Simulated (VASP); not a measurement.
TlSnCl3:

```
CELL_PARAMETERS angstrom
4.77849 0.00000 0.00000
0.00000 4.77849 0.00000
0.00000 0.00000 4.77849
ATOMIC_POSITIONS crystal
Tl 0.00000 0.00000 0.00000
Sn 0.50000 0.50000 0.50000
Cl 0.50000 0.50000 0.00000
Cl 0.50000 0.00000 0.50000
Cl 0.00000 0.50000 0.50000
```

| Quantity | Value |
| --- | --- |
| Program | VASP 6.6.1 |
| Task | relaxation of cell and atoms |
| Functional | PBE |
| Potentials or basis | VASP PAW PBE potentials, release 64 (Tl_d, Sn_d, Cl) |
| Cutoff | 600 eV |
| k mesh | 6 × 6 × 6 |
| Occupations | fermi-dirac, width 0.02 eV |
| Spin | no spin polarisation |

At the start: pressure 27.7 GPa; volume 21.82 Å³/atom.

Task: Where does the relaxation end?

Result: Over 4 steps the energy falls by 749.4 meV/atom and the volume is 34.66 Å³/atom (+58.8 %); space group Pm-3m (No. 221, to 0.05 Å).

Step by step:
```
step  energy change (eV)  largest force (eV/Å)  pressure (GPa)  volume (Å³)
   1              0.0000                0.0000           27.68       109.11
   2             -3.7282                0.0000           -0.84       180.14
   3             -3.7451                0.0000            0.30       171.03
   4             -3.7471                0.0000           -0.02       173.32
```

Final structure:
```
Tl Sn Cl
1.0
     5.57551    0.00000    0.00000
     0.00000    5.57551    0.00000
     0.00000    0.00000    5.57551
Tl Sn Cl
1 1 3
Cartesian
  0.0000 0.0000 0.0000
  2.7878 2.7878 2.7878
  2.7878 2.7878 0.0000
  2.7878 0.0000 2.7878
  0.0000 2.7878 2.7878
```

Caveat: the volume moved by over 15 % at a fixed basis, so the end points are rough.
